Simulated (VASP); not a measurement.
Input of a VASP 6.6.1 run:

File POSCAR:

```
SrCrF6
1.0
    3.5639333900      2.0576397600      2.2355642200
   -3.5639333900      2.0576397600      2.2355642200
    0.0000000000     -4.1152805200      2.2355642200
Sr Cr F
1 1 6
Direct
    0.5000000000      0.5000000000      0.5000000000
    0.0000000000      0.0000000000      0.0000000000
    0.2760000000      0.9160000000      0.2760000000
    0.2760000000      0.2760000000      0.9160000000
    0.9160000000      0.2760000000      0.2760000000
    0.7240000000      0.0840000000      0.7240000000
    0.0840000000      0.7240000000      0.7240000000
    0.7240000000      0.7240000000      0.0840000000
```

INCAR.step1

```
PREC = Accurate
ENCUT = 520
ISMEAR = -1
SIGMA = 0.1
LREAL = False
LASPH = True
NELM = 80
NBANDS = 42
GGA = PE
ALGO = Normal
EDIFF = 1E-4
LWAVE = True
LCHARG = False
```

Contents of INCAR.step2:

```
PREC = Accurate
ENCUT = 520
EDIFF = 1E-6
ISMEAR = -1
SIGMA = 0.1
LREAL = False
LASPH = True
NELM = 80
ALGO = Normal
ISIF = 2
LWAVE = False
LCHARG = True
METAGGA = R2SCAN
LMIXTAU = True
LELF = True
LVHAR = True
NBANDS = 42
ISTART = 1
```

Contents of KPOINTS:

```
Automatic mesh
0
Gamma
  5 5 5
```

Potentials or basis: VASP PAW PBE potentials, release 64 (Sr_sv, Cr_pv, F).

Run with:

```bash
$ cat potpaw_PBE.64/Sr_sv/POTCAR potpaw_PBE.64/Cr_pv/POTCAR potpaw_PBE.64/F/POTCAR > POTCAR
$ cp INCAR.step1 INCAR
$ mpirun -np 1 vasp_std > vasp.out
$ cp INCAR.step2 INCAR
$ mpirun -np 1 vasp_std > vasp.out
```

(1) Predict the pressure.

(2) Predict the largest force.

Results:

(1) 1.5 GPa.

(2) 0.305 eV/Å.

Caveat: the PAW data sets were made with another functional, which shifts forces and pressure a little; the run has no spin polarisation, though such a crystal can be magnetic.
